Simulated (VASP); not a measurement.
Set up this calculation in VASP 6.6.1, as the native input.

```
Task                   : single point
Functional             : PBE
Potentials or basis    : VASP PAW PBE potentials, release 64 (Ir)
Cutoff                 : 520 eV
k mesh                 : 10 × 10 × 1
Occupations            : gaussian, width 0.1 eV
Spin                   : no spin polarisation
Dipole correction      : yes
Further INCAR settings : ALGO = Normal; EDIFF = 1e-06; NBANDS = 20
```

The structure of Ir lies in POSCAR:

```
Ir
1.0
    2.7367600872      0.0000000000      0.0000000000
    0.0000000000      2.7367600872      0.0000000000
    0.0000000000      0.0000000000     17.8703632323
Ir
3
Direct
    0.5000000000      0.5000000000      0.3917100010
    0.0000000000      0.0000000000      0.4949043263
    0.5000000000      0.5000000000      0.5981040835
```

The input as run:

INCAR

```
SYSTEM = Ir
PREC = Accurate
ENCUT = 520
EDIFF = 1E-6
ISMEAR = 0
SIGMA = 0.1
LREAL = .False.
LASPH = .True.
NELM = 80
ALGO = Normal
ISIF = 2
LWAVE = .False.
LCHARG = .False.
LDIPOL = .True.
IDIPOL = 3
DIPOL = 0.5 0.5 0.495
GGA = PE
NBANDS = 20
```

KPOINTS

```
Automatic mesh
0
Gamma
  10 10 1
  0 0 0
```

Potentials or basis: VASP PAW PBE potentials, release 64 (Ir).

Launch:

```console
$ cat potpaw_PBE.64/Ir/POTCAR > POTCAR
$ mpirun -np 1 vasp_std > vasp.out
```

Results of the run:

* Largest force: 0.049 eV/Å

It took 32 s on 1 thread of Intel(R) Xeon(R) 6975P-C (Granite Rapids), on a shared host, peak memory 0.24 GiB.
